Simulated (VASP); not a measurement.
Mn2Cl3, 5 atoms in the cell. Symmetry: P-3m1, No. 164, trigonal system. The conventional cell has a = 3.755 Å, b = 3.755 Å, c = 9.203 Å, α = 90.00°, β = 90.00°, γ = 120.00°. Within 3.3 Å of Mn (site symmetry 3m) lie 6 Cl at 2.49 to 2.69 Å. Within 3.6 Å of Cl (site symmetry -3m) lie 6 Mn at 2.69 Å and 6 Cl at 3.55 Å. Within 3.3 Å of Cl (site symmetry 3m) lie 3 Mn at 2.49 Å. 

| Item | Value |
| --- | --- |
| Program | VASP 6.6.1 |
| Task | single point |
| Functional | PBE |
| Potentials or basis | VASP PAW PBE potentials, release 64 (Mn_pv, Cl) |
| Cutoff | 520 eV |
| k mesh | 6 × 6 × 4 |
| Occupations | gaussian, width 0.1 eV |
| Spin | collinear spin, ferromagnetic start |
| Starting moments | [4.46, 4.46, 0.0, 0.0, 0.0] μB |
| Dipole correction | no |
| Further INCAR settings | ALGO = Normal; EDIFF = 1e-06; NBANDS = 36 |

Potentials or basis: VASP PAW PBE potentials, release 64 (Mn_pv, Cl).

Launch:

```console
$ cat potpaw_PBE.64/Mn_pv/POTCAR potpaw_PBE.64/Cl/POTCAR > POTCAR
$ mpirun -np 1 vasp_std > vasp.out
```

Hardware: 1 thread of Intel(R) Xeon(R) Platinum 8488C (Sapphire Rapids), on a shared host.

Question: How long does it take, and how much memory?

Answer: Run time: 2.5 min on 1 thread of Intel(R) Xeon(R) Platinum 8488C (Sapphire Rapids), with other jobs on the host, peak memory 0.34 GiB. Counts: scf iterations 15, k points 24.
